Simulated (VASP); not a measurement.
# Si (P6_3/mmc) in VASP: a series of runs

The runs below take Si through single point, with LDA.

All numbers are computed with VASP 6.6.1; they aren't measurements. Logs are shortened: lines on timing, memory, paths and dates and some standing lists are left out, and cuts for length are marked.

## (1) The cell of the first run

Symmetry: P6_3/mmc, No. 194, hexagonal system. Conventional cell: a = 2.666 Å, b = 2.666 Å, c = 4.732 Å, α = 90.00°, β = 90.00°, γ = 120.00°. Within 3.5 Å of Si (site symmetry -6m2) lie 12 Si at 2.67 to 2.82 Å.

## (2) Single point, LDA (strain +0.000 along x and y, +0.050 along z)

Input file INCAR:

```
PREC = Accurate
ENCUT = 520
EDIFF = 1E-6
ISMEAR = 0
SIGMA = 0.15
LREAL = False
LASPH = True
NELM = 100
ALGO = Normal
ISIF = 2
LWAVE = False
LCHARG = False
NBANDS = 11
```

Input file KPOINTS:

```
Automatic mesh
0
Gamma
  21 21 10
```

Input file POSCAR:

```
Si
1.0
    2.6655775094      0.0000000000      0.0000000000
   -1.3327887547      2.3084578389      0.0000000000
    0.0000000000      0.0000000000      4.7315827335
Si
2
Direct
    0.3333333333      0.6666666667      0.2500000000
    0.6666666667      0.3333333333      0.7500000000
```

Potentials or basis: VASP PAW LDA potentials, release 64 (Si).

Started as:

```bash
> cat potpaw_LDA.64/Si/POTCAR > POTCAR
> mpirun -np 1 vasp_std > vasp.out
```

OUTCAR:

```text
PREC = Accurate
   ENCUT = 520
   EDIFF = 1E-6
   ISMEAR = 0
   LREAL = False
   LASPH = True
   NELM = 100
   ISIF = 2

 ion  position               nearest neighbor table
   1  0.333  0.667  0.250-   2 2.82   2 2.82   2 2.82   2 2.82   2 2.82   2 2.82
   2  0.667  0.333  0.750-   1 2.82   1 2.82   1 2.82   1 2.82   1 2.82   1 2.82

  LATTYP: Found a hexagonal cell.
 ALAT       =     2.6655775094
 C/A-ratio  =     1.7750685234

  Lattice vectors:

 A1 = (   2.6655775094,   0.0000000000,   0.0000000000)
 A2 = (  -1.3327887547,   2.3084578389,   0.0000000000)
 A3 = (   0.0000000000,   0.0000000000,   4.7315827335)

Analysis of symmetry for initial positions (statically):
=====================================================================
 Subroutine PRICEL returns:
 Original cell was already a primitive cell.

 Routine SETGRP: Setting up the symmetry group for a
 hexagonal supercell.

 Subroutine GETGRP returns: Found 24 space group operations
 (whereof 12 operations were pure point group operations)
 out of a pool of 24 trial point group operations.

The static configuration has the point symmetry D_3d.
 The point group associated with its full space group is D_6h.

Analysis of symmetry for dynamics (positions and initial velocities):
=====================================================================
 Subroutine PRICEL returns:
 Original cell was already a primitive cell.

 Routine SETGRP: Setting up the symmetry group for a
 hexagonal supercell.

 Subroutine GETGRP returns: Found 24 space group operations
 (whereof 12 operations were pure point group operations)
 out of a pool of 24 trial point group operations.

The dynamic configuration has the point symmetry D_3d.
 The point group associated with its full space group is D_6h.

 Subroutine INISYM returns: Found 24 space group operations
 (whereof 12 operations are pure point group operations),
 and found     1 'primitive' translations

----------------------------------------------------------------------------------------

                                     Primitive cell

  volume of cell :      29.1152

  direct lattice vectors                    reciprocal lattice vectors
     2.665577509  0.000000000  0.000000000     0.375153225  0.216594816  0.000000000
    -1.332788755  2.308457839  0.000000000     0.000000000  0.433189631  0.000000000
     0.000000000  0.000000000  4.731582733     0.000000000  0.000000000  0.211345771

  length of vectors
     2.665577509  2.665577509  4.731582733     0.433189631  0.433189631  0.211345771

  position of ions in fractional coordinates (direct lattice)
     0.333333333  0.666666667  0.250000000
     0.666666667  0.333333333  0.750000000

  ion indices of the primitive-cell ions
   primitive index   ion index
                 1           1
                 2           2

----------------------------------------------------------------------------------------

 KPOINTS: Automatic mesh

Automatic generation of k-mesh.
 Grid dimensions read from file:
 generate k-points for:   21   21   10

 Generating k-lattice:

  Cartesian coordinates                     Fractional coordinates (reciprocal lattice)
     0.017864439  0.010314039  0.000000000     0.047619048 -0.000000000  0.000000000
     0.000000000  0.020628078  0.000000000     0.000000000  0.047619048  0.000000000
     0.000000000  0.000000000  0.021134577     0.000000000  0.000000000  0.100000000

  Length of vectors
     0.020628078  0.020628078  0.021134577

  Shift w.r.t. Gamma in fractional coordinates (k-lattice)
     0.000000000  0.000000000  0.000000000

 Subroutine IBZKPT returns following result:
 ===========================================

 Found    288 irreducible k-points:

 Following reciprocal coordinates:
            Coordinates               Weight
  0.000000  0.000000  0.000000      1.000000
  0.047619  0.000000  0.000000      6.000000
  0.095238  0.000000  0.000000      6.000000
  0.142857  0.000000  0.000000      6.000000
  0.190476  0.000000  0.000000      6.000000
  0.238095  0.000000  0.000000      6.000000
[... 16 lines left out ...]
  0.142857  0.095238  0.000000     12.000000
  0.190476  0.095238  0.000000     12.000000
 [... further k-points ...]
   k-points           NKPTS =    288   k-points in BZ     NKDIM =    288   number of bands    NBANDS=     11
   number of dos      NEDOS =    301   number of ions     NIONS =      2
   total plane-waves  NPLWV =  14400
   dimension x,y,z NGX =    20 NGY =   20 NGZ =   36
   dimension x,y,z NGXF=    40 NGYF=   40 NGZF=   72
   ions per type =               2
   NGX,Y,Z   is equivalent  to a cutoff of  12.47, 12.47, 12.65 a.u.
   NGXF,Y,Z  is equivalent  to a cutoff of  24.95, 24.95, 25.30 a.u.
 SYSTEM =  unknown system
   PREC   = accura    normal or accurate (medium, high low for compatibility)
   ISTART =      0    job   : 0-new  1-cont  2-samecut
   ICHARG =      2    charge: 1-file 2-atom 10-const
   ISPIN  =      1    spin polarized calculation?
   LNONCOLLINEAR =      F non collinear calculations
   LSORBIT =      F    spin-orbit coupling
   LASPH  =      T    aspherical Exc in radial PAW
   ENCUT  =  520.0 eV  38.22 Ry    6.18 a.u.   4.96  4.96  8.80*2*pi/ulx,y,z
   NELM   =    100;   NELMIN=  2; NELMDL= -5     # of ELM steps
   EDIFF  = 0.1E-05   stopping-criterion for ELM
   LREAL  =      F    real-space projection
   EDIFFG = 0.1E-04   stopping-criterion for IOM
   NSW    =      0    number of steps for IOM
   IBRION =     -1    ionic relax: 0-MD 1-quasi-New 2-CG
   NFREE  =      0    steps in history (QN), initial steepest desc. (CG)
   ISIF   =      2    stress and relaxation
   ISYM   =      2    0-nonsym 1-usesym 2-fastsym
   POTIM  = 0.5000    time-step for ionic-motion
   TEBEG  =    0.0;   TEEND  =   0.0 temperature during run
   PSTRESS=    0.0 pullay stress
   NELECT =       8.0000    total number of electrons
   NUPDOWN=      -1.0000    fix difference up-down
   EMIN   =  10.00;   EMAX   =-10.00  energy-range for DOS
   EFERMI =   0.00;   METHOD = LEGACY
   ISMEAR =     0;   SIGMA  =   0.15  broadening in eV -4-tet -1-fermi 0-gaus
   EFERMI_NEDOS =   21; number of points for ismear=-14 and -15
   IALGO  =     38    algorithm
   IMIX   =      4    mixing-type and parameters
     AMIX     =   0.40;   BMIX     =  1.00
     AMIX_MAG =   1.60;   BMIX_MAG =  1.00
  volume/ion in A,a.u.               =      14.56        98.24
  Fermi-wavevector in a.u.,A,eV,Ry     =   1.064302  2.011239 15.411850  1.132739
  Thomas-Fermi vector in A             =   2.199816
   LORBIT       =      0    0 simple, 1 ext, 2 COOP (PROOUT), +10 PAW based schemes
   GGA     = CA    functional components
   LHFCALC =     F    Hartree Fock is set to
   AEXX    =    0.0000 exact exchange contribution
   IVDW    =     0    specifies the selected vdW correction
   LEPSILON=     F    determine dielectric tensor
   LRPA    =     F    only Hartree local field effects (RPA)
 non-spin polarized calculation
 Gauss-broadening in eV      SIGMA  =   0.15
  energy-cutoff  :      520.00
  volume of cell :       29.12
 maximum number of plane-waves:       810
 NGX is ok and might be reduce to    20
   NGX =  9   NGY =  9   NGZ = 17

 number of electron       8.0000000 magnetization

 Free energy of the ion-electron system (eV)
  ---------------------------------------------------
  ext. energy  EPLUGINS =         0.00000000
  ---------------------------------------------------
  free energy    TOTEN  =       -11.06104781 eV

  energy without entropy =      -11.05052874  energy(sigma->0) =      -11.05578828

 E-fermi :  10.0616     XC(G=0): -11.2354

 val. band max:       10.0603958962   @ k =   0.1905   0.1905   0.0000
 cond. band min:      10.0738888713   @ k =   0.3810   0.1905   0.1000
 fundamental gap:      0.0134929750
 Fermi energy:        10.0616002744

 k-point     1 :       0.0000    0.0000    0.0000
  band No.  band energies     occupation
      1      -4.3079      2.00000
      2       1.3223      2.00000
      3       2.8756      2.00000
      4      18.9218      0.00000
      5      19.4324      0.00000
      6      19.4324      0.00000
      7      19.9946      0.00000
      8      20.6465      0.00000
      9      20.6465      0.00000
     10      23.7797      0.00000
     11      23.7812      0.00000

 k-point     2 :       0.0476    0.0000    0.0000
  band No.  band energies     occupation
      1      -4.2462      2.00000
      2       1.3832      2.00000
      3       2.9342      2.00000
      4      18.3691      0.00000
      5      18.8569      0.00000
      6      18.9401      0.00000
      7      19.7688      0.00000
      8      21.1307      0.00000
      9      21.2005      0.00000
     10      22.8115      0.00000
     11      23.2828      0.00000

 k-point     3 :       0.0952    0.0000    0.0000
  band No.  band energies     occupation
      1      -4.0612      2.00000
      2       1.5656      2.00000
      3       3.1099      2.00000
      4      16.5613      0.00000
      5      17.9910      0.00000
      6      18.9751      0.00000
      7      19.3598      0.00000
      8      21.2620      0.00000
      9      21.4472      0.00000
     10      21.5362      0.00000
     11      23.3023      0.00000
[... 267 lines left out ...]
 k-point    23 :       0.1429    0.0952    0.0000
  band No.  band energies     occupation
      1      -3.1388      2.00000
      2       2.4731      2.00000
      3       3.9868      2.00000
      4      12.8792      0.00000
      5      14.0891      0.00000
      6      17.6350      0.00000
      7      18.3930      0.00000
      8      18.5978      0.00000
      9      20.9487      0.00000
     10      21.4606      0.00000
     11      22.1643      0.00000

 k-point    24 :       0.1905    0.0952    0.0000
  band No.  band energies     occupation
      1      -2.5875      2.00000
      2       3.0140      2.00000
      3       4.5111      2.00000
      4      11.0581      0.00000
      5      13.4139      0.00000
      6      16.0041      0.00000
      7      17.3503      0.00000
      8      18.0315      0.00000
      9      20.5166      0.00000
     10      20.6577      0.00000
     11      21.9092      0.00000

 [... further k-points ...]

------------------------ aborting loop because EDIFF is reached ----------------------------------------

  FORCE on cell =-STRESS in cart. coord.  units (eV):
  Direction    XX          YY          ZZ          XY          YZ          ZX
  --------------------------------------------------------------------------------------
  -------------------------------------------------------------------------------------
  Total       -0.6892196     -0.6892196     -0.8477191     -0.0000000      0.0000000      0.0000000
  in kB      -37.9270001    -37.9270001    -46.6490567     -0.0000000      0.0000000      0.0000000
  external PRESSURE =     -40.8343523 kB  Pullay stress =       0.0000000 kB

 VOLUME and BASIS-vectors are now :
 -----------------------------------------------------------------------------
  energy-cutoff  :      520.00
  volume of cell :       29.12
      direct lattice vectors                 reciprocal lattice vectors
     2.665577509  0.000000000  0.000000000     0.375153225  0.216594816  0.000000000
    -1.332788755  2.308457839  0.000000000     0.000000000  0.433189631  0.000000000
     0.000000000  0.000000000  4.731582733     0.000000000  0.000000000  0.211345771

 POSITION                                       TOTAL-FORCE (eV/Angst)
 -----------------------------------------------------------------------------------
     -0.00000      1.53897      1.18290         0.000000     -0.000000      0.000000
      1.33279      0.76949      3.54869        -0.000000      0.000000      0.000000
 -----------------------------------------------------------------------------------
    total drift:                               -0.000000      0.000000     -0.000000

  FREE ENERGIE OF THE ION-ELECTRON SYSTEM (eV)
  ---------------------------------------------------
  free  energy   TOTEN  =       -11.0610478068 eV

  energy  without entropy=      -11.0505287435  energy(sigma->0) =      -11.05578828
```

Wall time 29 s (1 thread of Intel Xeon 6975P-C, shared host); peak memory 0.18 GiB.

What came out:

* Free energy: -11.0610 eV
* Pressure: -4.1 GPa
* Band gap on the k mesh: zero (band 4 reaches 18.92 eV, above the bottom of band 5 at 6.55 eV)

Stress tensor (GPa, compression positive):
```
-3.79  0.00  0.00
 0.00 -3.79  0.00
 0.00  0.00 -4.66
```

Caveat: the cell differs from its parent crystal (strain +0.000 along x and y, +0.050 along z).

## (3) Single point, LDA (strain +0.050 along x and y, +0.050 along z)

Input file INCAR:

```
SYSTEM = Si
PREC     = Accurate       ! precision mode
ENCUT    = 520            ! plane-wave cutoff, eV
EDIFF    = 1E-6           ! SCF threshold, eV
ISMEAR   = 0              ! smearing method
SIGMA    = 0.15           ! smearing width, eV
LREAL    = .False.        ! projectors in reciprocal space
LASPH    = .True.         ! aspherical terms in the spheres
NELM     = 100            ! most SCF steps
ALGO     = Normal         ! electronic algorithm
ISIF     = 2              ! what is computed and relaxed
LWAVE    = .False.        ! write WAVECAR
LCHARG   = .True.         ! write CHGCAR
LELF     = .True.         ! ELF
LVHAR    = .True.       
NBANDS   = 11             ! bands
```

Input file KPOINTS:

```
regular mesh
0
Gamma
  21 21 10
  0 0 0
```

Input file POSCAR:

```
Si
1.0
    2.7988563849      0.0000000000      0.0000000000
   -1.3994281924      2.4238807308      0.0000000000
    0.0000000000      0.0000000000      4.7315827335
Si
2
Direct
    0.3333333333      0.6666666667      0.2500000000
    0.6666666667      0.3333333333      0.7500000000
```

Potentials or basis: VASP PAW LDA potentials, release 64 (Si).

Started as:

```bash
> cat potpaw_LDA.64/Si/POTCAR > POTCAR
> mpirun -np 1 vasp_std > vasp.out
```

It took 36 s on 1 thread of Intel Xeon 6975P-C, shared host; peak memory 0.19 GiB.

Results (log left out):

```yaml
Free_energy: -10.9214 eV
Pressure: -10.3 GPa
Band_gap_on_the_k_mesh: zero (band 4 reaches 16.61 eV, above the bottom of band 5 at 5.27 eV)
```

Stress tensor (GPa, compression positive):
```
-10.67   0.00   0.00
  0.00 -10.67   0.00
  0.00   0.00  -9.65
```

Levels at points of the mesh, in eV from the Fermi level:
```csv
k point,band 1,band 2,band 3,band 4,band 5,band 6,band 7,band 8
"(0.00, 0.00, 0.00)",-13.44,-7.74,-6.34,7.80,7.80,9.19,9.29,9.29
"(0.00, 0.00, 0.50)",-11.84,-11.84,0.64,0.64,8.89,8.89,8.89,8.89
```

Caveat: the cell differs from its parent crystal (strain +0.050 along x and y, +0.050 along z).
